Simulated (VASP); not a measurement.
Wanted: the native input for a VASP 6.6.1 run.

```yaml
Task: single point
Functional: PBEsol
Potentials_or_basis: VASP PAW PBE potentials, release 64 (Hf_pv, O)
Cutoff: 520 eV
k_mesh: 8 × 8 × 8
Occupations: gaussian, width 0.05 eV
Spin: no spin polarisation
Dipole_correction: no
Further_INCAR_settings: ALGO = Normal; EDIFF = 1e-07; NBANDS = 18
```

The structure of HfO2 lies in POSCAR:

```
HfO2
1.0
    0.0000000000      2.6229500914      2.5220673956
    2.4211846998      0.0000000000      2.5220673956
    2.4211846998      2.6229500914      0.0000000000
Hf O
1 2
Direct
    0.0000000000      0.0000000000      0.0000000000
    0.2500000000      0.2500000000      0.2500000000
    0.7500000000      0.7500000000      0.7500000000
```

This cell differs from its parent crystal: normal strain along x -0.0400, normal strain along y +0.0400.

These files were run (other wordings do the same):

INCAR

```
SYSTEM = HfO2
  PREC = Accurate
  ENCUT = 520
  EDIFF = 1E-7
  ISMEAR = 0
  SIGMA = 0.05
  LREAL = .FALSE.
  LASPH = .TRUE.
  NELM = 100
  ALGO = Normal
  ISIF = 2
  LWAVE = .FALSE.
  LCHARG = .FALSE.
  GGA = PS
  NBANDS = 18
```

KPOINTS

```
Automatic mesh
0
G
  8 8 8
  0 0 0
```

Potentials or basis: VASP PAW PBE potentials, release 64 (Hf_pv, O).

Launch:

```console
$ cat potpaw_PBE.64/Hf_pv/POTCAR potpaw_PBE.64/O/POTCAR > POTCAR
$ mpirun -np 1 vasp_std > vasp.out
```

It gave:

```
Pressure               : -3.1 GPa
Band gap on the k mesh : 2.79 eV, indirect (least direct gap 3.10 eV)
```

Caveat: the cell differs from its parent crystal (normal strain along x -0.0400, normal strain along y +0.0400); the PAW data sets were made with another functional, which shifts forces and pressure a little; spin-orbit coupling is left out, which moves the levels of the heavy elements.

Run time: 43 s on 1 thread of Intel(R) Xeon(R) Platinum 8259CL CPU @ 2.50GHz (Skylake/Cascade Lake), with other jobs on the host, peak memory 0.19 GiB.
